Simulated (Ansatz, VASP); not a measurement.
## Two plane-wave programs on C

Contents of POSCAR:

```
C
1.0
   -2.3926722501      2.3926722501      2.3562356169
    2.3926722501     -2.3926722501      2.3562356169
    2.3926722501      2.3926722501     -2.3562356169
C
8
Direct
    0.3254551632      0.0000000000      0.0000000000
    0.6745448368      0.6745448368      0.6745448368
    0.0000000000      0.3254551632      0.0000000000
    0.0000000000      0.0000000000      0.3254551632
    0.0000000000      0.6745448368      0.0000000000
    0.3254551632      0.3254551632      0.3254551632
    0.6745448368      0.0000000000      0.0000000000
    0.0000000000      0.0000000000      0.6745448368
```

The input INCAR.step1:

```
PREC = Accurate
ENCUT = 520
ISMEAR = 0
SIGMA = 0.05
LREAL = False
LASPH = True
NELM = 100
NBANDS = 26
GGA = PE
ALGO = Normal
EDIFF = 1E-4
LWAVE = True
LCHARG = False
```

Contents of INCAR.step2:

```
PREC = Accurate
ENCUT = 520
EDIFF = 1E-6
ISMEAR = 0
SIGMA = 0.05
LREAL = False
LASPH = True
NELM = 100
ALGO = Normal
ISIF = 2
LWAVE = False
LCHARG = False
METAGGA = R2SCAN
LMIXTAU = True
NBANDS = 26
ISTART = 1
```

KPOINTS

```
regular mesh
0
Gamma
  8 8 8
```

Input for Ansatz:

```yaml
crystal:
  lattice:
    - [-2.3926722501, 2.3926722501, 2.3562356169]
    - [2.3926722501, -2.3926722501, 2.3562356169]
    - [2.3926722501, 2.3926722501, -2.3562356169]
  atoms:
    - { symbol: C, position: [0.3254551632, 0.0, 0.0] }
    - { symbol: C, position: [0.6745448368, 0.6745448368, 0.6745448368] }
    - { symbol: C, position: [0.0, 0.3254551632, 0.0] }
    - { symbol: C, position: [0.0, 0.0, 0.3254551632] }
    - { symbol: C, position: [0.0, 0.6745448368, 0.0] }
    - { symbol: C, position: [0.3254551632, 0.3254551632, 0.3254551632] }
    - { symbol: C, position: [0.6745448368, 0.0, 0.0] }
    - { symbol: C, position: [0.0, 0.0, 0.6745448368] }
basis:
  ecutwfc: 500
kpoints:
  mp_grid: { grid: [8, 8, 8] }
hamiltonian:
  xc: r2scan
scf:
  occupations: { method: gaussian, width: 0.05 }
output:
  forces: true
  stress: true
  eigenvalues: true
```

Change from the starting cell: strain -0.015 along x and y, -0.030 along z, atoms carried along.

Alike in both runs: task single point; functional r2SCAN; k mesh 8 × 8 × 8; occupations gaussian, width 0.05 eV; no spin polarisation.

```csv
,VASP,Ansatz
version,VASP 6.6.1,Ansatz 0.2.0
potentials or method,"VASP PAW PBE potentials, release 64 (C), cutoff 520 eV","scalar-relativistic, plane waves, PAW"
valence electrons in the cell,32,32
```

|  | VASP | Ansatz | Ansatz less VASP |
| --- | --- | --- | --- |
| gap on the k mesh at the Fermi level (eV) | 3.14 | 3.16 | +0.016 |
| least direct gap on the mesh (eV) | 4.00 | 4.05 | +0.041 |
| pressure (GPa) | 23.4 | 22.4 | -1.05 |
| traceless stress, the component that is largest in VASP (GPa) | 7.05 | 6.95 | -0.093 |
| rms of the force components (eV/Å) | 0.322 | 0.294 | -0.0284 |

VASP's potentials were made for PBE, not for r2SCAN. Atom by atom the forces differ by 0.037 eV/Å (rms over components).
